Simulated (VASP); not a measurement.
Crystal: ZnCd2Te3.

```xyz
6
Lattice="4.1876 0.0000 0.0000 -2.0938 3.6266 0.0000 0.0000 0.0000 10.0841" Properties=species:S:1:pos:R:3 pbc="T T T"
Zn    0.0000    0.0000    0.0000
Cd    0.0000    2.4177    6.7857
Cd    2.0938    1.2089    3.2984
Te    0.0000    2.4177    1.5334
Te    2.0938    1.2089    8.5507
Te    0.0000    0.0000    5.0420
```

| Quantity | Value |
| --- | --- |
| Program | VASP 6.6.1 |
| Task | relaxation of cell and atoms |
| Functional | r2SCAN |
| Dispersion | rVV10 |
| Potentials or basis | VASP PAW PBE potentials, release 64 (Zn, Cd, Te) |
| Cutoff | 600 eV |
| k mesh | 6 × 6 × 2 |
| Occupations | fermi-dirac, width 0.03 eV |
| Spin | no spin polarisation |

At the start: pressure 1.7 GPa; volume 25.52 Å³/atom.

**Question.** How do energy, volume and symmetry change on relaxing?

**Answer.** Over 7 steps the energy falls by 3.8 meV/atom and the volume is 26.24 Å³/atom (+2.8 %); space group P-3m1 (No. 164, to 0.1 Å) before and after.

The path:
| step | energy change (eV) | largest force (eV/Å) | pressure (GPa) | volume (Å³) |
| --- | --- | --- | --- | --- |
| 1 | 0.0000 | 0.0224 | 1.71 | 153.14 |
| 2 | -0.0181 | 0.0253 | -0.66 | 159.27 |
| 3 | -0.0220 | 0.0245 | 0.01 | 157.37 |
| 4 | -0.0220 | 0.0245 | -0.02 | 157.46 |
| 5 | -0.0223 | 0.0201 | -0.01 | 157.45 |
| 6 | -0.0226 | 0.0113 | 0.00 | 157.44 |
| 7 | -0.0226 | 0.0074 | 0.00 | 157.42 |

Final structure:
```
CELL_PARAMETERS angstrom
4.21632 0.00000 0.00000
-2.10816 3.65144 0.00000
0.00000 0.00000 10.22514
ATOMIC_POSITIONS crystal
Zn 0.00000 0.00000 0.00000
Cd 0.33333 0.66667 0.67245
Cd 0.66667 0.33333 0.32755
Te 0.33333 0.66667 0.15234
Te 0.66667 0.33333 0.84766
Te 0.00000 0.00000 0.50000
```

Caveat: the PAW data sets were made with another functional, which shifts forces and pressure a little.
